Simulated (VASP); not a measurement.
# TiH2 (P4/nmm) in VASP: single point with r2SCAN

Aim: the single point of TiH2 with r2SCAN.

Everything below comes from runs of VASP 6.6.1. Logs are shortened: lines on timing, memory, paths and dates and some standing lists are left out, and cuts for length are marked.

**1. The cell of the first run**

It takes space group P4/nmm (No. 129, tetragonal). Conventional cell: a = 2.922 Å, b = 2.922 Å, c = 4.866 Å, α = 90.00°, β = 90.00°, γ = 90.00°. Ti (site symmetry 4mm) has 9 H at 1.90 to 2.10 Å within 2.5 Å. Within 2.6 Å of H (site symmetry -4m2) lie 4 Ti at 1.95 Å and 8 H at 2.07 to 2.23 Å. Within 2.6 Å of H (site symmetry 4mm) lie 5 Ti at 1.90 to 2.10 Å and 8 H at 2.23 to 2.55 Å.

**2. Single point, r2SCAN**

The input, POSCAR:

```
TiH2
1.0
    2.9220461462      0.0000000000      0.0000000000
    0.0000000000      2.9220461462      0.0000000000
    0.0000000000      0.0000000000      4.8659188714
Ti H
2 4
Direct
    0.5000000000      0.0000000000      0.2639818726
    0.0000000000      0.5000000000      0.7360181274
    0.5000000000      0.5000000000      0.0000000000
    0.0000000000      0.0000000000      0.0000000000
    0.0000000000      0.5000000000      0.3459076839
    0.5000000000      0.0000000000      0.6540923161
```

The input, INCAR.step1:

```
SYSTEM = TiH2
PREC = Accurate
ENCUT = 520
ISMEAR = 0
SIGMA = 0.1
LREAL = .FALSE.
LASPH = .TRUE.
NELM = 80
NBANDS = 23
GGA = PE
ALGO = Normal
EDIFF = 1E-4
LWAVE = .TRUE.
LCHARG = .FALSE.
```

The input, INCAR.step2:

```
SYSTEM = TiH2
PREC = Accurate
ENCUT = 520
EDIFF = 1E-6
ISMEAR = 0
SIGMA = 0.1
LREAL = .FALSE.
LASPH = .TRUE.
NELM = 80
ALGO = Normal
ISIF = 2
LWAVE = .FALSE.
LCHARG = .TRUE.
METAGGA = R2SCAN
LMIXTAU = .TRUE.
LELF = .TRUE.
LVHAR = .TRUE.
NBANDS = 23
ISTART = 1
```

The input, KPOINTS:

```
regular mesh
0
G
  12 12 8
  0 0 0
```

Potentials or basis: VASP PAW PBE potentials, release 64 (Ti_sv, H).

The run is started by

```sh
> cat potpaw_PBE.64/Ti_sv/POTCAR potpaw_PBE.64/H/POTCAR > POTCAR
> cp INCAR.step1 INCAR
> mpirun -np 1 vasp_std > vasp.out
> cp INCAR.step2 INCAR
> mpirun -np 1 vasp_std > vasp.out
```

OUTCAR:

```text
SYSTEM = TiH2
   PREC = Accurate
   ENCUT = 520
   EDIFF = 1E-6
   ISMEAR = 0
   LREAL = .FALSE.
   LASPH = .TRUE.
   NELM = 80
   ISIF = 2
   METAGGA = R2SCAN
   ISTART = 1

 ion  position               nearest neighbor table
   1  0.500  0.000  0.264-   6 1.90
   2  0.000  0.500  0.736-   5 1.90
   3  0.500  0.500  0.000-
   4  0.000  0.000  0.000-
   5  0.000  0.500  0.346-   2 1.90
   6  0.500  0.000  0.654-   1 1.90

  LATTYP: Found a simple tetragonal cell.
 ALAT       =     2.9220461462
 C/A-ratio  =     1.6652436779

  Lattice vectors:

 A1 = (   2.9220461462,   0.0000000000,   0.0000000000)
 A2 = (   0.0000000000,   2.9220461462,   0.0000000000)
 A3 = (   0.0000000000,   0.0000000000,   4.8659188714)

Analysis of symmetry for initial positions (statically):
=====================================================================
 Subroutine PRICEL returns:
 Original cell was already a primitive cell.

 Routine SETGRP: Setting up the symmetry group for a
 simple tetragonal supercell.

 Subroutine GETGRP returns: Found 16 space group operations
 (whereof  8 operations were pure point group operations)
 out of a pool of 16 trial point group operations.

The static configuration has the point symmetry D_2d.
 The point group associated with its full space group is D_4h.

Analysis of symmetry for dynamics (positions and initial velocities):
=====================================================================
 Subroutine PRICEL returns:
 Original cell was already a primitive cell.

 Routine SETGRP: Setting up the symmetry group for a
 simple tetragonal supercell.

 Subroutine GETGRP returns: Found 16 space group operations
 (whereof  8 operations were pure point group operations)
 out of a pool of 16 trial point group operations.

The dynamic configuration has the point symmetry D_2d.
 The point group associated with its full space group is D_4h.

 Subroutine INISYM returns: Found 16 space group operations
 (whereof  8 operations are pure point group operations),
 and found     1 'primitive' translations

----------------------------------------------------------------------------------------

                                     Primitive cell

  volume of cell :      41.5469

  direct lattice vectors                    reciprocal lattice vectors
     2.922046146  0.000000000  0.000000000     0.342225944  0.000000000  0.000000000
     0.000000000  2.922046146  0.000000000     0.000000000  0.342225944  0.000000000
     0.000000000  0.000000000  4.865918871     0.000000000  0.000000000  0.205511030

  length of vectors
     2.922046146  2.922046146  4.865918871     0.342225944  0.342225944  0.205511030

  position of ions in fractional coordinates (direct lattice)
     0.500000000  0.000000000  0.263981873
     0.000000000  0.500000000  0.736018127
     0.500000000  0.500000000  0.000000000
     0.000000000  0.000000000  0.000000000
     0.000000000  0.500000000  0.345907684
     0.500000000  0.000000000  0.654092316

  ion indices of the primitive-cell ions
   primitive index   ion index
                 1           1
                 2           2
                 3           3
                 4           4
                 5           5
                 6           6

----------------------------------------------------------------------------------------

 KPOINTS: regular mesh

Automatic generation of k-mesh.
 Grid dimensions read from file:
 generate k-points for:   12   12    8

 Generating k-lattice:

  Cartesian coordinates                     Fractional coordinates (reciprocal lattice)
     0.028518829  0.000000000  0.000000000     0.083333333  0.000000000  0.000000000
     0.000000000  0.028518829  0.000000000     0.000000000  0.083333333  0.000000000
     0.000000000  0.000000000  0.025688879     0.000000000  0.000000000  0.125000000

  Length of vectors
     0.028518829  0.028518829  0.025688879

  Shift w.r.t. Gamma in fractional coordinates (k-lattice)
     0.000000000  0.000000000  0.000000000

 Subroutine IBZKPT returns following result:
 ===========================================

 Found    140 irreducible k-points:

 Following reciprocal coordinates:
            Coordinates               Weight
  0.000000  0.000000  0.000000      1.000000
  0.083333  0.000000  0.000000      4.000000
  0.166667  0.000000  0.000000      4.000000
  0.250000  0.000000  0.000000      4.000000
  0.333333  0.000000  0.000000      4.000000
  0.416667  0.000000  0.000000      4.000000
[... 16 lines left out ...]
  0.333333  0.333333  0.000000      4.000000
  0.416667  0.333333  0.000000      8.000000
 [... further k-points ...]
   k-points           NKPTS =    140   k-points in BZ     NKDIM =    140   number of bands    NBANDS=     23
   number of dos      NEDOS =    301   number of ions     NIONS =      6
   total plane-waves  NPLWV =  20736
   dimension x,y,z NGX =    24 NGY =   24 NGZ =   36
   dimension x,y,z NGXF=    48 NGYF=   48 NGZF=   72
   ions per type =               2   4
   NGX,Y,Z   is equivalent  to a cutoff of  13.65, 13.65, 12.30 a.u.
   NGXF,Y,Z  is equivalent  to a cutoff of  27.31, 27.31, 24.60 a.u.
 SYSTEM =  TiH2
   PREC   = accura    normal or accurate (medium, high low for compatibility)
   ISTART =      1    job   : 0-new  1-cont  2-samecut
   ICHARG =      0    charge: 1-file 2-atom 10-const
   ISPIN  =      1    spin polarized calculation?
   LNONCOLLINEAR =      F non collinear calculations
   LSORBIT =      F    spin-orbit coupling
   LASPH  =      T    aspherical Exc in radial PAW
   ENCUT  =  520.0 eV  38.22 Ry    6.18 a.u.   5.43  5.43  9.05*2*pi/ulx,y,z
   NELM   =     80;   NELMIN=  2; NELMDL=  0     # of ELM steps
   EDIFF  = 0.1E-05   stopping-criterion for ELM
   LREAL  =      F    real-space projection
   EDIFFG = 0.1E-04   stopping-criterion for IOM
   NSW    =      0    number of steps for IOM
   IBRION =     -1    ionic relax: 0-MD 1-quasi-New 2-CG
   NFREE  =      0    steps in history (QN), initial steepest desc. (CG)
   ISIF   =      2    stress and relaxation
   ISYM   =      2    0-nonsym 1-usesym 2-fastsym
   POTIM  = 0.5000    time-step for ionic-motion
   TEBEG  =    0.0;   TEEND  =   0.0 temperature during run
   PSTRESS=    0.0 pullay stress
   NELECT =      28.0000    total number of electrons
   NUPDOWN=      -1.0000    fix difference up-down
   EMIN   =  10.00;   EMAX   =-10.00  energy-range for DOS
   EFERMI =   0.00;   METHOD = LEGACY
   ISMEAR =     0;   SIGMA  =   0.10  broadening in eV -4-tet -1-fermi 0-gaus
   EFERMI_NEDOS =   21; number of points for ismear=-14 and -15
   IALGO  =     38    algorithm
   IMIX   =      4    mixing-type and parameters
     AMIX     =   0.40;   BMIX     =  1.00
     AMIX_MAG =   1.60;   BMIX_MAG =  1.00
  volume/ion in A,a.u.               =       6.92        46.73
  Fermi-wavevector in a.u.,A,eV,Ry     =   1.435317  2.712356 28.029838  2.060135
  Thomas-Fermi vector in A             =   2.554629
   LORBIT       =      0    0 simple, 1 ext, 2 COOP (PROOUT), +10 PAW based schemes
   METAGGA = R2SCAN    functional components
   LHFCALC =     F    Hartree Fock is set to
   AEXX    =    0.0000 exact exchange contribution
   IVDW    =     0    specifies the selected vdW correction
   LEPSILON=     F    determine dielectric tensor
   LRPA    =     F    only Hartree local field effects (RPA)
 non-spin polarized calculation
 Gauss-broadening in eV      SIGMA  =   0.10
  energy-cutoff  :      520.00
  volume of cell :       41.55
 maximum number of plane-waves:      1139
 NGX is ok and might be reduce to    24
   NGX = 11   NGY = 11   NGZ = 19

 number of electron      28.0000009 magnetization

 Free energy of the ion-electron system (eV)
  ---------------------------------------------------
  ext. energy  EPLUGINS =         0.00000000
  ---------------------------------------------------
  free energy    TOTEN  =       -42.47179770 eV

  energy without entropy =      -42.46641022  energy(sigma->0) =      -42.46910396

 E-fermi :   8.4897     XC(G=0): -12.6374

 val. band max:        8.4831243725   @ k =   0.0833   0.0833   0.2500
 cond. band min:       8.4906926626   @ k =   0.2500   0.1667   0.0000
 fundamental gap:      0.0075682902
 Fermi energy:         8.4897335369

 k-point     1 :       0.0000    0.0000    0.0000
  band No.  band energies     occupation
      1     -51.1222      2.00000
      2     -51.0566      2.00000
      3     -26.6174      2.00000
      4     -26.2260      2.00000
      5     -26.1443      2.00000
      6     -26.1443      2.00000
[... 15 lines left out ...]
     22      13.5352      0.00000
     23      16.8393      0.00000

 k-point     2 :       0.0833    0.0000    0.0000
  band No.  band energies     occupation
      1     -51.1182      2.00000
      2     -51.0547      2.00000
      3     -26.6076      2.00000
      4     -26.2316      2.00000
      5     -26.1675      2.00000
      6     -26.1405      2.00000
[... 15 lines left out ...]
     22      13.4751      0.00000
     23      16.2810      0.00000

 k-point     3 :       0.1667    0.0000    0.0000
  band No.  band energies     occupation
      1     -51.1070      2.00000
      2     -51.0500      2.00000
      3     -26.5795      2.00000
      4     -26.2620      2.00000
      5     -26.2166      2.00000
      6     -26.1618      2.00000
[... 15 lines left out ...]
     22      13.2813      0.00000
     23      15.6248      0.00000
[... 495 lines left out ...]
 k-point    23 :       0.3333    0.3333    0.0000
  band No.  band energies     occupation
      1     -51.0335      2.00000
      2     -51.0169      2.00000
      3     -26.4299      2.00000
      4     -26.4295      2.00000
      5     -26.3877      2.00000
      6     -26.3327      2.00000
[... 15 lines left out ...]
     22      13.0712      0.00000
     23      15.5499      0.00000

 k-point    24 :       0.4167    0.3333    0.0000
  band No.  band energies     occupation
      1     -51.0217      2.00000
      2     -51.0131      2.00000
      3     -26.4742      2.00000
      4     -26.4708      2.00000
      5     -26.3621      2.00000
      6     -26.3335      2.00000
[... 15 lines left out ...]
     22      13.1199      0.00000
     23      15.8451      0.00000

 [... further k-points ...]
[... 5 lines left out ...]
  --------------------------------------------------------------------------------------
  -------------------------------------------------------------------------------------
  Total       -0.3460252     -0.3460252     -0.2936134      0.0000000     -0.0000000      0.0000000
  in kB      -13.3437918    -13.3437918    -11.3226331      0.0000000     -0.0000000      0.0000000
  external PRESSURE =     -12.6700722 kB  Pullay stress =       0.0000000 kB

 VOLUME and BASIS-vectors are now :
 -----------------------------------------------------------------------------
  energy-cutoff  :      520.00
  volume of cell :       41.55
      direct lattice vectors                 reciprocal lattice vectors
     2.922046146  0.000000000  0.000000000     0.342225944  0.000000000  0.000000000
     0.000000000  2.922046146  0.000000000     0.000000000  0.342225944  0.000000000
     0.000000000  0.000000000  4.865918871     0.000000000  0.000000000  0.205511030

 POSITION                                       TOTAL-FORCE (eV/Angst)
 -----------------------------------------------------------------------------------
      1.46102      0.00000      1.28451        -0.000000      0.000000      0.050330
      0.00000      1.46102      3.58140         0.000000      0.000000     -0.050330
      1.46102      1.46102      0.00000         0.000000      0.000000     -0.000000
      0.00000      0.00000      0.00000        -0.000000      0.000000     -0.000000
      0.00000      1.46102      1.68316        -0.000000      0.000000      0.046887
      1.46102      0.00000      3.18276        -0.000000      0.000000     -0.046887
 -----------------------------------------------------------------------------------
    total drift:                                0.000000      0.000000      0.000000

  FREE ENERGIE OF THE ION-ELECTRON SYSTEM (eV)
  ---------------------------------------------------
  free  energy   TOTEN  =       -42.4717977039 eV

  energy  without entropy=      -42.4664102247  energy(sigma->0) =      -42.46910396
```

Wall time 7 min (1 thread of AMD EPYC 9R14 (Zen 4), shared host); peak memory 0.21 GiB.

Results:

| Item | Value |
| --- | --- |
| Free energy | -42.4718 eV |
| Pressure | -1.3 GPa |
| Largest force | 0.050 eV/Å |
| Band gap on the k mesh | zero (bands 14 and 15 overlap by 0.81 eV) |

Forces in eV/Å, atoms in the order of the input:
```
Ti   0.000  0.000  0.050
Ti   0.000  0.000 -0.050
H    0.000  0.000  0.000
H    0.000  0.000  0.000
H    0.000  0.000  0.047
H    0.000  0.000 -0.047
```

Stress tensor (GPa, compression positive):
```
-1.33  0.00  0.00
 0.00 -1.33  0.00
 0.00  0.00 -1.13
```

Levels at points of the mesh, in eV from the Fermi level:
```
           k point  band 12  band 13  band 14  band 15  band 16  band 17
(0.00, 0.00, 0.00)    -4.18    -0.74     0.46     0.46     0.68     2.44
(0.50, 0.00, 0.00)    -5.13    -1.70    -1.70     1.06     1.06     1.80
(0.50, 0.50, 0.00)    -6.12    -0.53    -0.53     2.13     2.13     2.27
(0.00, 0.00, 0.50)    -3.80    -1.67    -0.38     1.34     1.34     1.42
(0.50, 0.00, 0.50)    -6.02    -0.95    -0.95     0.57     0.57     2.43
(0.50, 0.50, 0.50)    -6.02    -1.27    -1.27     0.29     0.29     3.25
```

Caveat: the PAW data sets were made with another functional, which shifts forces and pressure a little.
